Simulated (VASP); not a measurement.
Mg: electric field gradients with PBE

Mg:

```
CELL_PARAMETERS angstrom
3.18773 0.00000 0.00000
-1.59387 2.76066 0.00000
0.00000 0.00000 5.17536
ATOMIC_POSITIONS crystal
Mg 0.33333 0.66667 0.25000
Mg 0.66667 0.33333 0.75000
```

```json
{
  "Program": "VASP 6.6.1",
  "Task": "electric field gradients",
  "Functional": "PBE",
  "Potentials or basis": "VASP PAW PBE potentials, release 64 (Mg)",
  "Cutoff": "520 eV",
  "k mesh": "12 × 12 × 7",
  "Occupations": "fermi-dirac, width 0.05 eV",
  "Spin": "no spin polarisation",
  "Dipole correction": "no",
  "Further INCAR settings": "ALGO = Normal; EDIFF = 1e-08; NBANDS = 9"
}
```

| Property | Result |
| --- | --- |
| Pressure | 0.1 GPa |
| Band gap on the k mesh | zero (bands 2 and 3 overlap by 2.24 eV) |
| Largest electric field gradient by atom | Mg +1.1 V/Å² |

Stress tensor (GPa, compression positive):
```
 0.42  0.00  0.00
 0.00  0.42  0.00
 0.00  0.00 -0.47
```

Levels at points of the mesh, in eV from the Fermi level:
```csv
k point,band 1,band 2,band 3,band 4,band 5,band 6
"(0.00, 0.00, 0.00)",-6.91,-1.64,-1.18,11.04,11.04,11.17
"(0.50, 0.00, 0.00)",-2.10,-2.08,2.73,3.08,3.36,3.77
```

Electric field gradients, principal values (V/Å²):
```csv
atom,least,middle,greatest (by size)
1 Mg,-0.564,-0.564,1.127
2 Mg,-0.564,-0.564,1.127
```

It took 19 s on 1 thread of Intel Xeon 8259CL, with other jobs on the host, peak memory 0.17 GiB.

Caveat: without QUAD_EFG the Cq values of the log hold for a quadrupole moment of 1 mb, not for the nuclei.
